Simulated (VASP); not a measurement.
Input of a VASP 6.6.1 run:

The input INCAR:

```
PREC     = Accurate       # precision mode
ENCUT    = 600            # plane-wave cutoff, eV
EDIFF    = 1E-6           # SCF threshold, eV
ISMEAR   = 0              # smearing method
SIGMA    = 0.1            # smearing width, eV
LREAL    = False          # projectors in reciprocal space
LASPH    = True           # aspherical terms in the spheres
NELM     = 100            # most SCF steps
ALGO     = Normal         # electronic algorithm
ISIF     = 3              # what is computed and relaxed
LWAVE    = False          # write WAVECAR
LCHARG   = False          # write CHGCAR
GGA      = PE             # functional
IBRION   = 2              # ionic algorithm
NSW      = 90             # ionic steps
EDIFFG   = -0.04          # ionic threshold
```

KPOINTS

```
Automatic mesh
0
Gamma
  6 6 6
```

File POSCAR:

```
KRu3
1.0
    0.0000000000      3.1837130541      3.1837130541
    3.1837130541      0.0000000000      3.1837130541
    3.1837130541      3.1837130541      0.0000000000
K Ru
1 3
Direct
    0.0000000000      0.0000000000      0.0000000000
    0.7500000000      0.7500000000      0.7500000000
    0.5000000000      0.5000000000      0.5000000000
    0.2500000000      0.2500000000      0.2500000000
```

Potentials or basis: VASP PAW PBE potentials, release 64 (K_sv, Ru_pv).

Command:

```bash
$ cat potpaw_PBE.64/K_sv/POTCAR potpaw_PBE.64/Ru_pv/POTCAR > POTCAR
$ mpirun -np 1 vasp_std > vasp.out
```

Question: Predict the relaxed volume.

Answer: 16.24 Å³/atom.

Question: Predict the space group after relaxing (to 0.05 Å).

Answer: Fm-3m (No. 225).

Final structure:
```xyz
4
Lattice="0.0000 3.1907 3.1907 3.1907 0.0000 3.1907 3.1907 3.1907 0.0000" Properties=species:S:1:pos:R:3 pbc="T T T"
K     0.0000    0.0000    0.0000
Ru    4.7861    4.7861    4.7861
Ru    3.1907    3.1907    3.1907
Ru    1.5954    1.5954    1.5954
```
